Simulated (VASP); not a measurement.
**Ta: single point with PBE+D4**

The system is Ta.

```
Ta
1.0
    -1.65056    1.65056    1.65056
     1.65056   -1.65056    1.65056
     1.65056    1.65056   -1.65056
Ta
1
Cartesian
  0.0000 0.0000 0.0000
```

```json
{
  "Program": "VASP 6.6.1",
  "Task": "single point",
  "Functional": "PBE",
  "Dispersion": "D4",
  "Potentials or basis": "VASP PAW PBE potentials, release 64 (Ta_pv)",
  "Cutoff": "520 eV",
  "k mesh": "11 × 11 × 11",
  "Occupations": "fermi-dirac, width 0.05 eV",
  "Spin": "no spin polarisation",
  "Dipole correction": "no",
  "Further INCAR settings": "ALGO = Normal; EDIFF = 1e-06; NBANDS = 12"
}
```

```json
{
  "Pressure": "0.2 GPa",
  "Dispersion energy per atom": "-0.320 eV"
}
```

Levels at points of the mesh, in eV from the Fermi level:
| k point | band 1 | band 2 | band 3 | band 4 | band 5 | band 6 | band 7 | band 8 | band 9 | band 10 |
| --- | --- | --- | --- | --- | --- | --- | --- | --- | --- | --- |
| (0.00, 0.00, 0.00) | -33.06 | -33.06 | -33.06 | -7.92 | 0.74 | 0.74 | 0.74 | 4.02 | 4.02 | 14.71 |

Run time: 8.5 s on 1 thread of Intel(R) Xeon(R) Platinum 8488C (Sapphire Rapids), on a shared host, peak memory 0.14 GiB.

Caveat: spin-orbit coupling is left out, which moves the levels of the heavy elements; pairwise dispersion overbinds metals, which lowers pressure and volume.
